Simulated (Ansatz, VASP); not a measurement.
C in VASP and in Ansatz

File INCAR:

```
SYSTEM = C
  PREC = Accurate
  ENCUT = 600
  EDIFF = 1E-6
  ISMEAR = 0
  SIGMA = 0.1
  LREAL = .FALSE.
  LASPH = .TRUE.
  NELM = 120
  ALGO = Normal
  ISIF = 2
  LWAVE = .FALSE.
  LCHARG = .TRUE.
  GGA = PE
  LELF = .TRUE.
  LVHAR = .TRUE.
  NBANDS = 11
  GGA_COMPAT = .FALSE.
```

KPOINTS

```
Automatic mesh
0
G
  8 8 8
  0 0 0
```

Contents of POSCAR:

```
C
1.0
    0.0000000000      1.7833700000      1.7833700000
    1.7833700000      0.0000000000      1.7833700000
    1.7833700000      1.7833700000      0.0000000000
C
2
Direct
    0.0000000000      0.0000000000      0.0000000000
    0.2500000000      0.2500000000      0.2500000000
```

Input for Ansatz:

```yaml
crystal:
  lattice:
    - [0.0, 1.78337, 1.78337]
    - [1.78337, 0.0, 1.78337]
    - [1.78337, 1.78337, 0.0]
  atoms:
    - { symbol: C, position: [0.0, 0.0, 0.0] }
    - { symbol: C, position: [0.25, 0.25, 0.25] }
basis:
  ecutwfc: 420
kpoints:
  mp_grid: { grid: [8, 8, 8] }
hamiltonian:
  xc: pbe
scf:
  occupations: { method: gaussian, width: 0.1 }
output:
  forces: true
  stress: true
  eigenvalues: true
```

Alike in both runs: task single point; functional PBE; k mesh 8 × 8 × 8; occupations gaussian, width 0.1 eV; no spin polarisation.

|  | VASP | Ansatz |
| --- | --- | --- |
| version | VASP 6.6.1 | Ansatz 0.2.0 |
| potentials or method | VASP PAW PBE potentials, release 64 (C), cutoff 600 eV | scalar-relativistic, plane waves, PAW |
| valence electrons in the cell | 8 | 8 |

```tsv
	VASP	Ansatz	Ansatz less VASP
gap on the k mesh at the Fermi level (eV)	4.13	4.14	+0.007
least direct gap on the mesh (eV)	5.59	5.59	+0.004
pressure (GPa)	1.8	1.8	0.00
```
